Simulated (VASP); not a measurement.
# TePb in VASP: notebook

The runs below take TePb through single point, molecular dynamics, with HSE06, PBE.

All numbers are computed with VASP 6.6.1; they aren't measurements. Logs are shortened: lines on timing, memory, paths and dates and some standing lists are left out, and cuts for length are marked.

## (1) The cell of the first run

The structure is cubic, space group Fm-3m (No. 225). The conventional cell has a = 6.462 Å, b = 6.462 Å, c = 6.462 Å, α = 90.00°, β = 90.00°, γ = 90.00°. Pb (site symmetry m-3m) has 6 Te at 3.23 Å within 4.3 Å. Te (site symmetry m-3m) has 6 Pb at 3.23 Å within 4.3 Å.

## (2) Single point, HSE06, spin-orbit coupling, no magnetisation

File POSCAR:

```
TePb
1.0
    0.0000000000      3.2310000000      3.2310000000
    3.2310000000      0.0000000000      3.2310000000
    3.2310000000      3.2310000000      0.0000000000
Pb Te
1 1
Direct
    0.0000000000      0.0000000000      0.0000000000
    0.5000000000      0.5000000000      0.5000000000
```

File INCAR.step1:

```
SYSTEM = TePb
PREC = Accurate ; ENCUT = 520
EDIFF = 1E-5 ; ISMEAR = 0
SIGMA = 0.02 ; LREAL = .FALSE.
LASPH = .TRUE. ; NELM = 80
ALGO = Normal ; ISIF = 2
LWAVE = .TRUE. ; MAGMOM = 0 0 0 0 0 0
LORBIT = 11 ; LSORBIT = .TRUE.
GGA_COMPAT = .FALSE. ; GGA = PE
KPAR = 4
```

File INCAR.step2:

```
SYSTEM = TePb
PREC = Accurate ; ENCUT = 520
EDIFF = 1E-6 ; ISMEAR = 0
SIGMA = 0.02 ; LREAL = .FALSE.
LASPH = .TRUE. ; NELM = 80
ALGO = Normal ; ISIF = 2
LWAVE = .FALSE. ; LCHARG = .TRUE.
MAGMOM = 0 0 0 0 0 0 ; LORBIT = 11
LSORBIT = .TRUE. ; GGA_COMPAT = .FALSE.
GGA = PE ; LHFCALC = .TRUE.
HFSCREEN = 0.2 ; PRECFOCK = Fast
LVHAR = .TRUE. ; ISTART = 1
KPAR = 4
```

File KPOINTS:

```
Automatic mesh
0
G
  6 6 6
  0 0 0
```

Potentials or basis: VASP PAW PBE potentials, release 64 (Pb_d, Te).

Command:

```
$ cat potpaw_PBE.64/Pb_d/POTCAR potpaw_PBE.64/Te/POTCAR > POTCAR
$ cp INCAR.step1 INCAR
$ mpirun -np 4 vasp_ncl > vasp.out
$ cp INCAR.step2 INCAR
$ mpirun -np 4 vasp_ncl > vasp.out
```

OUTCAR:

```text
SYSTEM = TePb
   PREC = Accurate
   ENCUT = 520
   EDIFF = 1E-6
   ISMEAR = 0
   LREAL = .FALSE.
   LASPH = .TRUE.
   NELM = 80
   ISIF = 2
   LORBIT = 11
   LSORBIT = .TRUE.
   GGA = PE
   LHFCALC = .TRUE.
   HFSCREEN = 0.2
   PRECFOCK = Fast
   ISTART = 1

 ion  position               nearest neighbor table
   1  0.000  0.000  0.000-   2 3.23   2 3.23   2 3.23   2 3.23   2 3.23   2 3.23
   2  0.500  0.500  0.500-   1 3.23   1 3.23   1 3.23   1 3.23   1 3.23   1 3.23

  LATTYP: Found a face centered cubic cell.
 ALAT       =     6.4620000000

  Lattice vectors:

 A1 = (   0.0000000000,   3.2310000000,   3.2310000000)
 A2 = (   3.2310000000,   0.0000000000,   3.2310000000)
 A3 = (   3.2310000000,   3.2310000000,   0.0000000000)

Analysis of symmetry for initial positions (statically):
=====================================================================
 Subroutine PRICEL returns:
 Original cell was already a primitive cell.

 Routine SETGRP: Setting up the symmetry group for a
 face centered cubic supercell.

 Subroutine GETGRP returns: Found 48 space group operations
 (whereof 48 operations were pure point group operations)
 out of a pool of 48 trial point group operations.

The static configuration has the point symmetry O_h .

Analysis of symmetry for dynamics (positions and initial velocities):
=====================================================================
 Subroutine PRICEL returns:
 Original cell was already a primitive cell.

 Routine SETGRP: Setting up the symmetry group for a
 face centered cubic supercell.

 Subroutine GETGRP returns: Found 48 space group operations
 (whereof 48 operations were pure point group operations)
 out of a pool of 48 trial point group operations.

The dynamic configuration has the point symmetry O_h .

Analysis of structural, dynamic, and magnetic symmetry:
=====================================================================
 Subroutine PRICEL returns:
 Original cell was already a primitive cell.

 Routine SETGRP: Setting up the symmetry group for a
 face centered cubic supercell.

 Subroutine GETGRP returns: Found 48 space group operations
 (whereof 48 operations were pure point group operations)
 out of a pool of 48 trial point group operations.

The overall configuration has the point symmetry O_h .

 Subroutine INISYM returns: Found 48 space group operations
 (whereof 48 operations are pure point group operations),
 and found     1 'primitive' translations

----------------------------------------------------------------------------------------

                                     Primitive cell

  volume of cell :      67.4592

  direct lattice vectors                    reciprocal lattice vectors
     0.000000000  3.231000000  3.231000000    -0.154750851  0.154750851  0.154750851
     3.231000000  0.000000000  3.231000000     0.154750851 -0.154750851  0.154750851
     3.231000000  3.231000000  0.000000000     0.154750851  0.154750851 -0.154750851

  length of vectors
     4.569324020  4.569324020  4.569324020     0.268036337  0.268036337  0.268036337

  position of ions in fractional coordinates (direct lattice)
     0.000000000  0.000000000  0.000000000
     0.500000000  0.500000000  0.500000000

  ion indices of the primitive-cell ions
   primitive index   ion index
                 1           1
                 2           2

----------------------------------------------------------------------------------------

 KPOINTS: Automatic mesh

Automatic generation of k-mesh.
 Grid dimensions read from file:
 generate k-points for:    6    6    6

 Generating k-lattice:

  Cartesian coordinates                     Fractional coordinates (reciprocal lattice)
    -0.025791809  0.025791809  0.025791809     0.166666667  0.000000000  0.000000000
     0.025791809 -0.025791809  0.025791809     0.000000000  0.166666667  0.000000000
     0.025791809  0.025791809 -0.025791809     0.000000000  0.000000000  0.166666667

  Length of vectors
     0.044672723  0.044672723  0.044672723

  Shift w.r.t. Gamma in fractional coordinates (k-lattice)
     0.000000000  0.000000000  0.000000000

 Subroutine IBZKPT returns following result:
 ===========================================

[... 33 lines left out ...]
   LNONCOLLINEAR =      T non collinear calculations
   LSORBIT =      T    spin-orbit coupling
   LASPH  =      T    aspherical Exc in radial PAW
   ENCUT  =  520.0 eV  38.22 Ry    6.18 a.u.   8.50  8.50  8.50*2*pi/ulx,y,z
   NELM   =     80;   NELMIN=  2; NELMDL=  0     # of ELM steps
   EDIFF  = 0.1E-05   stopping-criterion for ELM
   LREAL  =      F    real-space projection
   EDIFFG = 0.1E-04   stopping-criterion for IOM
   NSW    =      0    number of steps for IOM
   IBRION =     -1    ionic relax: 0-MD 1-quasi-New 2-CG
   NFREE  =      0    steps in history (QN), initial steepest desc. (CG)
   ISIF   =      2    stress and relaxation
   ISYM   =      3    0-nonsym 1-usesym 2-fastsym
   POTIM  = 0.5000    time-step for ionic-motion
   TEBEG  =    0.0;   TEEND  =   0.0 temperature during run
   PSTRESS=    0.0 pullay stress
   NELECT =      20.0000    total number of electrons
   NUPDOWN=      -1.0000    fix difference up-down
   EMIN   =  10.00;   EMAX   =-10.00  energy-range for DOS
   EFERMI =   0.00;   METHOD = LEGACY
   ISMEAR =     0;   SIGMA  =   0.02  broadening in eV -4-tet -1-fermi 0-gaus
   EFERMI_NEDOS =   21; number of points for ismear=-14 and -15
   IALGO  =     38    algorithm
   IMIX   =      1    mixing-type and parameters
     AMIX     =   0.40;   BMIX     =  1.00
     AMIX_MAG =   1.60;   BMIX_MAG =  1.00
  volume/ion in A,a.u.               =      33.73       227.62
  Fermi-wavevector in a.u.,A,eV,Ry     =   1.091619  2.062861 16.213147  1.191633
  Thomas-Fermi vector in A             =   2.227868
   LORBIT       =     11    0 simple, 1 ext, 2 COOP (PROOUT), +10 PAW based schemes
   GGA     = PE    functional components
   LHFCALC =     T    Hartree Fock is set to
   PRECFOCK=fast      Normal, Fast or Accurate (Low or Medium for compatibility)
   ENCUT4O =  -1.0   cutoff for four orbital integrals eV
   NKREDX  =     1    reduce k-point grid by
   NKREDY  =     1    reduce k-point grid by
   NKREDZ  =     1    reduce k-point grid by
   AEXX    =    0.2500 exact exchange contribution
   HFSCREEN=    0.2000 screening length (either q_TF or 0.3 A-1)
   HFSCREENC=   0.2000 screening length for correlation (either q_TF or 0.3 A-1)
   ENCUTFOCK=  -1.0 apply spherical cutoff to Coloumb kernel
   IVDW    =     0    specifies the selected vdW correction
   LEPSILON=     F    determine dielectric tensor
   LRPA    =     F    only Hartree local field effects (RPA)
 Gauss-broadening in eV      SIGMA  =   0.02
  energy-cutoff  :      520.00
  volume of cell :       67.46
 maximum number of plane-waves:      3706
 NGX is ok and might be reduce to    36
  NGX = 20; NGY = 20; NGZ = 20

 number of electron      20.0000003 magnetization      -0.0000000      0.0000000      0.0000001

 number of electron      20.0000003 magnetization      -0.0000000     -0.0000000     -0.0000000

 number of electron      20.0000003 magnetization       0.0000000      0.0000000      0.0000000

 Free energy of the ion-electron system (eV)
  ---------------------------------------------------
  ext. energy  EPLUGINS =         0.00000000
  ---------------------------------------------------
  free energy    TOTEN  =        -9.48011665 eV

  energy without entropy =       -9.48011665  energy(sigma->0) =       -9.48011665

 E-fermi :   5.5740     XC(G=0):  -7.7430

 val. band max:        5.4271426902   @ k =   0.5000   0.0000   0.0000
 cond. band min:       5.7668653182   @ k =   0.5000   0.0000   0.0000
 fundamental gap:      0.3397226280
 Fermi energy:         5.5739867106

 k-point     1 :       0.0000    0.0000    0.0000
  band No.  band energies     occupation
      1     -14.7397      1.00000
      2     -14.7397      1.00000
      3     -14.7397      1.00000
      4     -14.7397      1.00000
      5     -12.0611      1.00000
      6     -12.0611      1.00000
[... 485 lines left out ...]
     27      12.2985      0.00000
     28      12.2985      0.00000

------------------------ aborting loop because EDIFF is reached ----------------------------------------

  FORCE on cell =-STRESS in cart. coord.  units (eV):
  Direction    XX          YY          ZZ          XY          YZ          ZX
  --------------------------------------------------------------------------------------
  -------------------------------------------------------------------------------------
  Total        0.3557074      0.3557074      0.3557074      0.0000000      0.0000000      0.0000000
  in kB        8.4481703      8.4481703      8.4481703      0.0000000      0.0000000      0.0000000
  external PRESSURE =       8.4481703 kB  Pullay stress =       0.0000000 kB

 VOLUME and BASIS-vectors are now :
 -----------------------------------------------------------------------------
  energy-cutoff  :      520.00
  volume of cell :       67.46
      direct lattice vectors                 reciprocal lattice vectors
     0.000000000  3.231000000  3.231000000    -0.154750851  0.154750851  0.154750851
     3.231000000  0.000000000  3.231000000     0.154750851 -0.154750851  0.154750851
     3.231000000  3.231000000  0.000000000     0.154750851  0.154750851 -0.154750851

 POSITION                                       TOTAL-FORCE (eV/Angst)
 -----------------------------------------------------------------------------------
      0.00000      0.00000      0.00000         0.000000      0.000000     -0.000000
      3.23100      3.23100      3.23100         0.000000     -0.000000      0.000000
 -----------------------------------------------------------------------------------
    total drift:                                0.000003     -0.000001     -0.000001

  FREE ENERGIE OF THE ION-ELECTRON SYSTEM (eV)
  ---------------------------------------------------
  free  energy   TOTEN  =        -9.4801166457 eV

  energy  without entropy=       -9.4801166457  energy(sigma->0) =       -9.48011665

 Spin-Orbit-Coupling matrix elements

 Ion:    1  E_soc:     -0.7969160
 l=   1
     0.0000000    -0.0676219    -0.0676219
    -0.0676219     0.0000000    -0.0676219
    -0.0676219    -0.0676219     0.0000000
 l=   2
     0.0000000    -0.0130221     0.0000000    -0.0130221    -0.0521753
    -0.0130221     0.0000000    -0.0391315    -0.0130221    -0.0130438
     0.0000000    -0.0391315     0.0000000    -0.0391315     0.0000000
    -0.0130221    -0.0130221    -0.0391315     0.0000000    -0.0130438
    -0.0521753    -0.0130438     0.0000000    -0.0130438     0.0000000
 l=   3
     0.0000000     0.0000000     0.0000000     0.0000000     0.0000000     0.0000000     0.0000000
     0.0000000     0.0000000     0.0000000     0.0000000     0.0000000     0.0000000     0.0000000
     0.0000000     0.0000000     0.0000000     0.0000000     0.0000000     0.0000000     0.0000000
     0.0000000     0.0000000     0.0000000     0.0000000     0.0000000     0.0000000     0.0000000
     0.0000000     0.0000000     0.0000000     0.0000000     0.0000000     0.0000000     0.0000000
     0.0000000     0.0000000     0.0000000     0.0000000     0.0000000     0.0000000     0.0000000
     0.0000000     0.0000000     0.0000000     0.0000000     0.0000000     0.0000000     0.0000000

 Ion:    2  E_soc:     -0.1963540
 l=   1
     0.0000000    -0.0327486    -0.0327486
    -0.0327486     0.0000000    -0.0327486
    -0.0327486    -0.0327486     0.0000000
 l=   2
     0.0000000    -0.0000076     0.0000000    -0.0000076     0.0000305
    -0.0000076     0.0000000     0.0000229    -0.0000076     0.0000076
     0.0000000     0.0000229     0.0000000     0.0000229     0.0000000
    -0.0000076    -0.0000076     0.0000229     0.0000000     0.0000076
     0.0000305     0.0000076     0.0000000     0.0000076     0.0000000
 l=   3
     0.0000000     0.0000000     0.0000000     0.0000000     0.0000000     0.0000000     0.0000000
     0.0000000     0.0000000     0.0000000     0.0000000     0.0000000     0.0000000     0.0000000
     0.0000000     0.0000000     0.0000000     0.0000000     0.0000000     0.0000000     0.0000000
     0.0000000     0.0000000     0.0000000     0.0000000     0.0000000     0.0000000     0.0000000
     0.0000000     0.0000000     0.0000000     0.0000000     0.0000000     0.0000000     0.0000000
     0.0000000     0.0000000     0.0000000     0.0000000     0.0000000     0.0000000     0.0000000
     0.0000000     0.0000000     0.0000000     0.0000000     0.0000000     0.0000000     0.0000000

 total charge

# of ion       s       p       d       tot
------------------------------------------
    1        1.486   0.561   9.840  11.887
    2        1.336   2.145   0.018   3.498
--------------------------------------------------
tot          2.822   2.706   9.857  15.385

 magnetization (x)

# of ion       s       p       d       tot
------------------------------------------
    1        0.000   0.000   0.000   0.000
    2       -0.000   0.000   0.000  -0.000
--------------------------------------------------
tot         -0.000   0.000   0.000  -0.000

 magnetization (y)

# of ion       s       p       d       tot
------------------------------------------
    1        0.000   0.000  -0.000   0.000
    2        0.000   0.000   0.000   0.000
--------------------------------------------------
tot          0.000   0.000  -0.000   0.000

 magnetization (z)

# of ion       s       p       d       tot
------------------------------------------
    1        0.000   0.000   0.000   0.000
    2        0.000   0.000   0.000   0.000
--------------------------------------------------
tot          0.000   0.000   0.000   0.000
```

Run time: 33 min. Hardware: 4 MPI ranks of Intel Xeon 6975P-C (Granite Rapids), shared host; peak memory 0.52 GiB.

Results:

```yaml
Free_energy: -9.4801 eV
Pressure: 0.8 GPa
Valence_electrons_inside_the_program's_atomic_spheres: Pb 11.89; Te 3.50
```

Caveat: the PAW data sets were made with another functional, which shifts forces and pressure a little.

## (3) Single point, PBE

File INCAR:

```
PREC = Accurate
ENCUT = 520
EDIFF = 1E-7
ISMEAR = -1
SIGMA = 0.1
LREAL = False
LASPH = True
NELM = 60
ALGO = Normal
ISIF = 2
LWAVE = False
LCHARG = False
GGA = PE
NBANDS = 17
```

File KPOINTS:

```
Automatic mesh
0
Gamma
  5 5 5
```

File POSCAR:

```
TePb
1.0
    0.0000000000      3.2310000000      3.2310000000
    3.2310000000      0.0000000000      3.2310000000
    3.2310000000      3.2310000000      0.0000000000
Pb Te
1 1
Direct
    0.0019164345     -0.0000470443     -0.0028700093
    0.4968881151      0.5000762922      0.5046603219
```

Potentials or basis: VASP PAW PBE potentials, release 64 (Pb_d, Te).

Command:

```
$ cat potpaw_PBE.64/Pb_d/POTCAR potpaw_PBE.64/Te/POTCAR > POTCAR
$ mpirun -np 1 vasp_std > vasp.out
```

OUTCAR:

```text
PREC = Accurate
   ENCUT = 520
   EDIFF = 1E-7
   ISMEAR = -1
   LREAL = False
   LASPH = True
   NELM = 60
   ISIF = 2
   GGA = PE

 ion  position               nearest neighbor table
   1  0.002  1.000  0.997-   2 3.21   2 3.22   2 3.22   2 3.24   2 3.25   2 3.26
   2  0.497  0.500  0.505-   1 3.21   1 3.22   1 3.22   1 3.24   1 3.25   1 3.26

  LATTYP: Found a face centered cubic cell.
 ALAT       =     6.4620000000

  Lattice vectors:

[... 666 lines left out ...]

------------------------ aborting loop because EDIFF is reached ----------------------------------------

  FORCE on cell =-STRESS in cart. coord.  units (eV):
  Direction    XX          YY          ZZ          XY          YZ          ZX
  --------------------------------------------------------------------------------------
  -------------------------------------------------------------------------------------
  Total        0.8892481      0.8802160      0.8832861      0.0005748     -0.0003632     -0.0011130
  in kB       21.1199389     20.9054241     20.9783401      0.0136526     -0.0086251     -0.0264334
  external PRESSURE =      21.0012344 kB  Pullay stress =       0.0000000 kB

 VOLUME and BASIS-vectors are now :
 -----------------------------------------------------------------------------
  energy-cutoff  :      520.00
  volume of cell :       67.46
      direct lattice vectors                 reciprocal lattice vectors
     0.000000000  3.231000000  3.231000000    -0.154750851  0.154750851  0.154750851
     3.231000000  0.000000000  3.231000000     0.154750851 -0.154750851  0.154750851
     3.231000000  3.231000000  0.000000000     0.154750851  0.154750851 -0.154750851

 POSITION                                       TOTAL-FORCE (eV/Angst)
 -----------------------------------------------------------------------------------
      6.45257      3.22792      3.23704         0.009045      0.002911     -0.005734
      3.24630      3.23600      3.22119        -0.009045     -0.002911      0.005734
 -----------------------------------------------------------------------------------
    total drift:                                0.000065      0.000006     -0.000020

  FREE ENERGIE OF THE ION-ELECTRON SYSTEM (eV)
  ---------------------------------------------------
  free  energy   TOTEN  =        -7.5026949501 eV

  energy  without entropy=       -7.5019704673  energy(sigma->0) =       -7.50233271
```

Wall time 64 s (1 thread of Intel Xeon Platinum 8375C at 2.90GHz (Ice Lake), shared host); peak memory 0.24 GiB.

Results:

```yaml
Free_energy: -7.5027 eV
Pressure: 2.1 GPa
Largest_force: 0.011 eV/Å
Band_gap_on_the_k_mesh: 1.21 eV (least direct gap 1.23 eV)
```

Forces on the atoms (eV/Å):
```
Pb   0.009  0.003 -0.006
Te  -0.009 -0.003  0.006
```

Levels at points of the mesh, in eV from the valence-band top:
```csv
k point,band 8,band 9,band 10,band 11,band 12,band 13
"(0.00, 0.00, 0.00)",-1.19,-1.19,-1.18,4.23,4.24,4.24
```

Caveat: spin-orbit coupling is left out, which moves the levels of the heavy elements; an odd mesh through Γ misses points on the zone boundary, where band edges can lie.

[end of part 1 of 2]
